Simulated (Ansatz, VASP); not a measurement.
One calculation of Tc, two programs

File INCAR:

```
SYSTEM = Tc
PREC = Accurate ; ENCUT = 520
EDIFF = 1E-6 ; ISMEAR = -1
SIGMA = 0.05 ; LREAL = .FALSE.
LASPH = .TRUE. ; NELM = 100
ALGO = Normal ; ISIF = 2
LWAVE = .FALSE. ; LCHARG = .FALSE.
GGA = PE ; NBANDS = 34
```

KPOINTS

```
Automatic mesh
0
G
  9 9 3
  0 0 0
```

File POSCAR:

```
Tc
1.0
    2.7393552909      0.0000000000      0.0000000000
   -1.3696776454      2.3723512719      0.0000000000
    0.0000000000      0.0000000000      9.1204718176
Tc
4
Direct
    0.6666666667      0.3333333333      0.7500000000
    0.0000000000      0.0000000000      0.5000000000
    0.3333333333      0.6666666667      0.2500000000
    0.0000000000      0.0000000000      0.0000000000
```

File input.yaml:

```yaml
crystal:
  lattice:
    - [2.7393552909, 0.0, 0.0]
    - [-1.3696776454, 2.3723512719, 0.0]
    - [0.0, 0.0, 9.1204718176]
  atoms:
    - { symbol: Tc, position: [0.6666666667, 0.3333333333, 0.75] }
    - { symbol: Tc, position: [0.0, 0.0, 0.5] }
    - { symbol: Tc, position: [0.3333333333, 0.6666666667, 0.25] }
    - { symbol: Tc, position: [0.0, 0.0, 0.0] }
hamiltonian:
  xc: pbe
  pseudopotentials: { kind: paw }
kpoints:
  mp_grid: { grid: [9, 9, 3] }
  band_path:
    path:
      - [[0.0, 0.0, 0.0], [0.5, 0.0, 0.0], [0.3333333333, 0.3333333333, 0.0], [0.0, 0.0, 0.0], [0.0, 0.0, 0.5], [0.5, 0.0, 0.5], [0.3333333333, 0.3333333333, 0.5], [0.0, 0.0, 0.5]]
      - [[0.5, 0.0, 0.5], [0.5, 0.0, 0.0]]
      - [[0.3333333333, 0.3333333333, 0.0], [0.3333333333, 0.3333333333, 0.5]]
    npoints: 14
scf:
  occupations: { method: fermi_dirac, width: 0.05 }
  n_extra_bands: 10
output:
  forces: true
  stress: true
  eigenvalues: true
  fatbands: false
```

Alike in both runs: functional PBE; k mesh 9 × 9 × 3; occupations fermi-dirac, width 0.05 eV; no spin polarisation.

|  | VASP | Ansatz |
| --- | --- | --- |
| version | VASP 6.6.1 | Ansatz 0.2.0 |
| potentials or method | VASP PAW PBE potentials, release 64 (Tc_pv) | Ansatz PAW earlier set |
| plane-wave cutoff (eV) | 520 | 500 |
| valence electrons in the cell | 52 | 60 |
| task | single point | band structure |

VASP gave:

* gap on the k mesh at the Fermi level (eV): none
* pressure (GPa): -7.3
* traceless stress, the component that is largest in VASP (GPa): -9.02

What did Ansatz give for the same quantities?

gap on the k mesh at the Fermi level (eV): none; pressure (GPa): -6.7; traceless stress, the component that is largest in VASP (GPa): -9.05.

A gap of «none» marks a metal or a gap that the smearing closes. VASP's potentials hold 52 valence electrons a cell and Ansatz's 60, so a difference there can come from the potentials and not from the codes.
